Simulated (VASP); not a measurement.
A run of VASP 6.6.1:

File INCAR:

```
ALGO = Normal
EDIFF = 1E-6
ENCUT = 520
GGA = PE
ISIF = 2
ISMEAR = 0
LASPH = T
LCHARG = T
LELF = T
LREAL = Auto
LVHAR = T
LWAVE = F
NBANDS = 159
NELECT = 278.0
NELM = 80
PREC = Accurate
SIGMA = 0.02
```

File KPOINTS:

```
Automatic mesh
0
Gamma
  2 2 2
  0.5 0.5 0.5
```

File POSCAR:

```
Zn15Se16
1.0
   -5.7317611784     -5.7317611784      5.7317611784
    5.7317611784      5.7317611784      5.7317611784
   -5.7317611784      5.7317611784     -5.7317611784
Zn Se
15 16
Direct
    0.2499999486      0.6261848476      0.0400445854
    0.5119306106      0.4966327820      0.0039172079
    0.7568496602      0.5069732338      0.7517200850
    0.4848396354      0.7380629388      0.7430533770
    0.2500000358      0.0033651088      0.7624079867
    0.0151604363      0.5032233393      0.5082137775
    0.7370986628      0.7362521516      0.4907864987
    0.5019998933      0.0110161603      0.5065946416
    0.2499999486      0.2619793382      0.5032425306
   -0.0019999089      0.7590162717      0.2545948714
    0.7431502932      0.0001236095      0.2448703734
    0.4872652424      0.2524758019      0.2355935563
    0.0127348293      0.0152105954     -0.0016716502
    0.7629013778      0.2491535246      0.0036878717
   -0.0119306262      0.2347021200      0.7419866020
    0.0134886115      0.2646314026      0.0053007268
    0.2499999486      0.2490532937      0.7489094305
    0.0070123298      0.4974018301      0.7587717570
    0.5032898110      0.2595444844      0.5011074102
    0.2500000358      0.5006865971      0.4871976367
   -0.0021700137      0.7507867767      0.5055239410
    0.7505768936      0.2555649921      0.2544020860
    0.4865114601      0.5011428269      0.2418121511
    0.2500000358      0.7571644849      0.2844613460
   -0.0032898265      0.0062546221      0.2478176351
    0.7585598675      0.5007549880      0.0008463367
    0.4929875674      0.7403894489      0.0017594069
    0.2500000358     -0.0112211584      0.0025753864
    0.7494231470      0.7549881032      0.7538251971
    0.5021699109      0.0029567701      0.7576939033
    0.7414401731     -0.0078048437      0.4922864739
```

Potentials or basis: VASP PAW PBE potentials, release 64 (Zn, Se).

The run is started by

```bash
$ cat potpaw_PBE.64/Zn/POTCAR potpaw_PBE.64/Se/POTCAR > POTCAR
$ mpirun -np 1 vasp_std > vasp.out
```

Hardware: 1 thread of Intel(R) Xeon(R) 6975P-C (Granite Rapids) (shared host).

Estimate the wall time of this run.

Run time: 8.8 min on 1 thread of Intel(R) Xeon(R) 6975P-C (Granite Rapids), with other jobs on the host, peak memory 1.1 GiB. Counts: scf iterations 17, k points 3.
